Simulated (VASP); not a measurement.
## C: single point with PBEsol

The system is C.

```
C
1.0
     0.00000    2.05129    1.33334
     2.05129    0.00000    1.33334
     2.05129    2.05129    0.00000
C
2
Direct
  0.50000 0.50000 0.50000
  0.75000 0.75000 0.75000
```

This cell differs from its parent crystal: ratio of the length along z to the lengths across it x 0.65, volume and fractional coordinates fixed.

```json
{
  "Program": "VASP 6.6.1",
  "Task": "single point",
  "Functional": "PBEsol",
  "Potentials or basis": "VASP PAW PBE potentials, release 64 (C)",
  "Cutoff": "520 eV",
  "k mesh": "12 × 12 × 12",
  "Occupations": "gaussian, width 0.05 eV",
  "Spin": "no spin polarisation"
}
```

* Pressure: -0.3 GPa
* Band gap on the k mesh: zero (band 4 reaches 13.21 eV, above the bottom of band 5 at 7.88 eV)

Stress tensor (GPa, compression positive):
```
-62.39   0.00   0.00
  0.00 -62.39   0.00
  0.00   0.00 123.95
```

Levels at points of the mesh, in eV from the Fermi level:
```
           k point  band 2  band 3  band 4  band 5  band 6  band 7
(0.00, 0.00, 0.00)   -1.75   -1.75    3.03    4.07    8.86    8.86
(0.50, 0.00, 0.00)  -13.14   -5.25   -1.35    2.48    6.17   10.85
(0.50, 0.50, 0.00)   -9.72   -8.34   -8.34   -0.38   -0.38   16.97
(0.50, 0.00, 0.50)  -14.82   -2.82   -2.82    9.57    9.57   10.89
```

Wall time 11 s on 1 thread of Intel(R) Xeon(R) Platinum 8375C CPU @ 2.90GHz (Ice Lake), on a shared host, peak memory 0.12 GiB.

Caveat: the PAW data sets were made with another functional, which shifts forces and pressure a little.
